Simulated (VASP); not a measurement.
Runs of VASP 6.6.1 on CsRe. The typed cell holds 2 atoms: a = 3.689 Å, b = 3.689 Å, c = 5.631 Å, α = 90.00°, β = 90.00°, γ = 120.00°. 

```tsv
potentials or basis	k mesh	cutoff (eV)	smearing	gap on the mesh (eV)	pressure (GPa)	largest force (eV/Å)
VASP PAW PBE potentials, release 64 (Cs_sv, Re_sv_GW)	6 × 6 × 4	560	gaussian 0.025 eV	none	-7.5	0.28
VASP PAW PBE potentials, release 64 (Cs_sv, Re_sv_GW)	9 × 9 × 6	560	fermi-dirac 0.1 eV	none	-7.9	0.23
VASP PAW PBE potentials, release 64 (Cs_sv, Re)	14 × 14 × 8	520	fermi-dirac 0.1 eV	none	(a)	0.23
VASP PAW PBE potentials, release 64 (Cs_sv, Re_sv_GW)	6 × 6 × 4	560	gaussian 0.005 eV	none	-7.5	0.29
VASP PAW PBE potentials, release 64 (Cs_sv, Re_sv_GW)	8 × 8 × 4	560	fermi-dirac 0.1 eV	none	-6.9	0.23
VASP PAW PBE potentials, release 64 (Cs_sv, Re_sv_GW)	6 × 6 × 4	560	gaussian 0.01 eV	none	-7.5	0.29
VASP PAW PBE potentials, release 64 (Cs_sv, Re_sv_GW)	6 × 6 × 4	560	gaussian 0.05 eV	none	-7.4	0.27
```

Alike in all rows: task single point; level PBE; no spin polarisation; cell as given.

**Question.** Estimate the missing entries.

**Answer.** (a) -7.1.

Caveats: spin-orbit coupling is left out, which moves the levels of the heavy elements; the stress differs along the axes, from -13 to 4 GPa (at least some runs); the stress differs along the axes, from -13 to 2 GPa (at least some runs); the stress differs along the axes, from -12 to 3 GPa (at least some runs); the stress differs along the axes, from -13 to 3 GPa (at least some runs); the stress differs along the axes, from -13 to 5 GPa (at least some runs).

A k mesh can miss the band edges, and the runs leave out spin-orbit coupling on Cs, Re.

A gap of «none» marks levels without a gap at the run's occupations.

The runs don't all hold the same shells in valence.
